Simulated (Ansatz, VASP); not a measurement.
One calculation of Mg5Se, two programs

```
Mg Se
1.0
     0.00000    3.79829    3.79829
     3.79829    0.00000    3.79829
     3.79829    3.79829    0.00000
Mg Se
5 1
Cartesian
  4.7479 2.8487 2.8487
  4.7479 4.7479 4.7479
  2.8487 4.7479 2.8487
  2.8487 2.8487 4.7479
  1.8991 1.8991 1.8991
  0.0000 0.0000 0.0000
```

Change from the starting cell: species swapped into the DyCu5 type (F-43m, No. 216).

Alike in both runs: task single point; functional PBE; k mesh 4 × 4 × 4; occupations gaussian, width 0.1 eV; no spin polarisation.

|  | VASP | Ansatz |
| --- | --- | --- |
| version | VASP 6.6.1 | Ansatz 0.2.0 |
| potentials or method | VASP PAW PBE potentials, release 64 (Mg, Se), cutoff 520 eV | scalar-relativistic, plane waves, PAW |
| valence electrons in the cell | 16 | 66 |

```tsv
	VASP	Ansatz	Ansatz less VASP
gap on the k mesh at the Fermi level (eV)	none	none	-
pressure (GPa)	14.2	14.2	-0.01
```

A gap of «none» marks a metal or a gap that the smearing closes. VASP's potentials hold 16 valence electrons a cell and Ansatz's 66, so a difference there can come from the potentials and not from the codes.
